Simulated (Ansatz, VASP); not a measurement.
One calculation of InAg, two programs

Contents of INCAR:

```
SYSTEM = InAg
PREC = Accurate ; ENCUT = 500
EDIFF = 1E-6 ; ISMEAR = 0
SIGMA = 0.15 ; LREAL = .False.
LASPH = .True. ; NELM = 120
ALGO = Normal ; ISIF = 2
LWAVE = .False. ; LCHARG = .False.
NBANDS = 19 ; GGA_COMPAT = .False.
```

The input KPOINTS:

```
Automatic mesh
0
Gamma
  14 14 14
  0 0 0
```

POSCAR

```
InAg
1.0
    3.4647886600      0.0000000000      0.0000000000
    0.0000000000      3.4647886600      0.0000000000
    0.0000000000      0.0000000000      3.4647886600
In Ag
1 1
Direct
    0.5000000000      0.4711382108      0.5000000000
    0.0000000000      0.0000000000      0.0000000000
```

Input for Ansatz:

```yaml
crystal:
  lattice:
    - [3.46478866, 0.0, 0.0]
    - [0.0, 3.46478866, 0.0]
    - [0.0, 0.0, 3.46478866]
  atoms:
    - { symbol: In, position: [0.5, 0.4711382108, 0.5] }
    - { symbol: Ag, position: [0.0, 0.0, 0.0] }
basis:
  ecutwfc: 420
kpoints:
  mp_grid: { grid: [14, 14, 14] }
hamiltonian:
  xc: lda
scf:
  occupations: { method: gaussian, width: 0.15 }
output:
  forces: true
  stress: true
  eigenvalues: true
```

Alike in both runs: task single point; functional LDA; k mesh 14 × 14 × 14; occupations gaussian, width 0.15 eV; no spin polarisation.

```csv
,VASP,Ansatz
version,VASP 6.6.1,Ansatz 0.2.0
potentials or method,"VASP PAW LDA potentials, release 64 (In_d, Ag), cutoff 500 eV","scalar-relativistic, plane waves, PAW"
valence electrons in the cell,24,32
```

Ansatz gave:

| Property | Result |
| --- | --- |
| gap on the k mesh at the Fermi level (eV) | none |
| pressure (GPa) | -5.0 |
| traceless stress, the component that is largest in VASP (GPa) | -0.11 |
| rms of the force components (eV/Å) | 0.084 |

Question: Estimate VASP's values.

Answer: gap on the k mesh at the Fermi level (eV): none; pressure (GPa): -4.9; traceless stress, the component that is largest in VASP (GPa): -0.11; rms of the force components (eV/Å): 0.086.

LDA's correlation is that of Perdew and Zunger in VASP and of Perdew and Wang (1992) in Ansatz. Atom by atom the forces differ by 0.002 eV/Å (rms over components). A gap of «none» marks a metal or a gap that the smearing closes. VASP's potentials hold 24 valence electrons a cell and Ansatz's 32, so a difference there can come from the potentials and not from the codes.
